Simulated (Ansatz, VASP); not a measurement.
One calculation of Ge, two programs

Contents of POSCAR:

```
Ge
1.0
    4.1298444020      0.0000000000      0.0000000000
   -2.0649222010      3.5765501658      0.0000000000
    0.0000000000      0.0000000000     11.2089697979
Ge
4
Direct
    0.6666666667      0.3333333333      0.4148480000
    0.3333333333      0.6666666667      0.9148480000
    0.0000000000      0.0000000000      0.4774520000
    0.0000000000      0.0000000000      0.9774520000
```

File INCAR.step1:

```
  PREC = Accurate
  ENCUT = 520
  ISMEAR = -1
  SIGMA = 0.05
  LREAL = False
  LASPH = True
  NELM = 80
  NBANDS = 36
  GGA = PE
  ALGO = Normal
  EDIFF = 1E-4
  LWAVE = True
  LCHARG = False
```

The input INCAR.step2:

```
  PREC = Accurate
  ENCUT = 520
  EDIFF = 1E-7
  ISMEAR = -1
  SIGMA = 0.05
  LREAL = False
  LASPH = True
  NELM = 80
  ALGO = Normal
  ISIF = 2
  LWAVE = False
  LCHARG = True
  METAGGA = R2SCAN
  LMIXTAU = True
  LELF = True
  LVHAR = True
  NBANDS = 36
  ISTART = 1
```

Contents of KPOINTS:

```
Automatic mesh
0
Gamma
  6 6 2
```

The input input.yaml:

```yaml
crystal:
  lattice:
    - [4.129844402, 0.0, 0.0]
    - [-2.064922201, 3.5765501658, 0.0]
    - [0.0, 0.0, 11.2089697979]
  atoms:
    - { symbol: Ge, position: [0.6666666667, 0.3333333333, 0.414848] }
    - { symbol: Ge, position: [0.3333333333, 0.6666666667, 0.914848] }
    - { symbol: Ge, position: [0.0, 0.0, 0.477452] }
    - { symbol: Ge, position: [0.0, 0.0, 0.977452] }
hamiltonian:
  xc: r2scan
  pseudopotentials: { kind: paw }
kpoints:
  mp_grid: { grid: [6, 6, 2] }
scf:
  occupations: { method: fermi_dirac, width: 0.05 }
output:
  forces: true
  stress: true
  eigenvalues: true
```

Alike in both runs: task single point; functional r2SCAN; k mesh 6 × 6 × 2; occupations fermi-dirac, width 0.05 eV; no spin polarisation.

|  | VASP | Ansatz |
| --- | --- | --- |
| version | VASP 6.6.1 | Ansatz 0.2.0 |
| potentials or method | VASP PAW PBE potentials, release 64 (Ge_d) | Ansatz PAW |
| plane-wave cutoff (eV) | 520 | 500 |
| valence electrons in the cell | 56 | 56 |

Ansatz gave:

```
gap on the k mesh at the Fermi level (eV)                     : none
pressure (GPa)                                                : -3.1
traceless stress, the component that is largest in VASP (GPa) : 2.14
rms of the force components (eV/Å)                            : 0.209
```

Question: What did VASP give for the same quantities?

Answer: gap on the k mesh at the Fermi level (eV): none; pressure (GPa): -3.1; traceless stress, the component that is largest in VASP (GPa): 2.13; rms of the force components (eV/Å): 0.199.

VASP's potentials were made for PBE, not for r2SCAN. Atom by atom the forces differ by 0.010 eV/Å (rms over components). A gap of «none» marks a metal or a gap that the smearing closes.
